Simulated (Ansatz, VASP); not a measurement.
**Li2O: VASP beside Ansatz**

Contents of INCAR:

```
SYSTEM = Li2O
PREC     = Accurate       ! precision mode
ENCUT    = 650            ! plane-wave cutoff, eV
EDIFF    = 1E-8           ! SCF threshold, eV
ISMEAR   = -1             ! smearing method
SIGMA    = 0.03           ! smearing width, eV
LREAL    = .False.        ! projectors in reciprocal space
LASPH    = .True.         ! aspherical terms in the spheres
NELM     = 120            ! most SCF steps
ALGO     = Normal         ! electronic algorithm
ISIF     = 2              ! what is computed and relaxed
LWAVE    = .False.        ! write WAVECAR
LCHARG   = .False.        ! write CHGCAR
GGA      = PS             ! functional
LEFG     = .True.       
NBANDS   = 13             ! bands
GGA_COMPAT= .False.
```

Contents of KPOINTS:

```
regular mesh
0
Gamma
  9 9 9
  0 0 0
```

Contents of POSCAR:

```
Li2O
1.0
    0.0000000000      2.2782867143      2.2782867143
    2.2782867143      0.0000000000      2.2782867143
    2.2782867143      2.2782867143      0.0000000000
Li O
2 1
Direct
    0.2500000000      0.2500000000      0.2500000000
    0.7500000000      0.7500000000      0.7500000000
    0.0000000000      0.0000000000      0.0000000000
```

Input for Ansatz:

```yaml
crystal:
  lattice:
    - [0.0, 2.2782867143, 2.2782867143]
    - [2.2782867143, 0.0, 2.2782867143]
    - [2.2782867143, 2.2782867143, 0.0]
  atoms:
    - { symbol: Li, position: [0.25, 0.25, 0.25] }
    - { symbol: Li, position: [0.75, 0.75, 0.75] }
    - { symbol: O, position: [0.0, 0.0, 0.0] }
kpoints:
  mp_grid: { grid: [9, 9, 9] }
scf:
  occupations: { method: fermi_dirac, width: 0.03 }
hamiltonian:
  xc: pbesol
  pseudopotentials: { kind: all_electron, datasets: crystal }
output:
  forces: true
  stress: true
  eigenvalues: true
  efg: { contact_densities: true }
```

Change from the starting cell: volume scaled by 0.96, crystal datasets.

Alike in both runs: task electric field gradients; functional PBEsol; k mesh 9 × 9 × 9; occupations fermi-dirac, width 0.03 eV; no spin polarisation.

|  | VASP | Ansatz |
| --- | --- | --- |
| version | VASP 6.6.1 | Ansatz 0.2.0 |
| potentials or method | VASP PAW PBE potentials, release 64 (Li_sv, O), cutoff 650 eV | all-electron PAW with datasets made for the crystal, scalar-relativistic |

|  | VASP | Ansatz | Ansatz less VASP |
| --- | --- | --- | --- |
| gap on the k mesh at the Fermi level (eV) | 5.00 | 5.02 | +0.012 |
| pressure (GPa) | 1.2 | 1.2 | -0.01 |

VASP's potentials were made for PBE, not for PBEsol. Ansatz ran all-electron here, and VASP with PAW potentials.
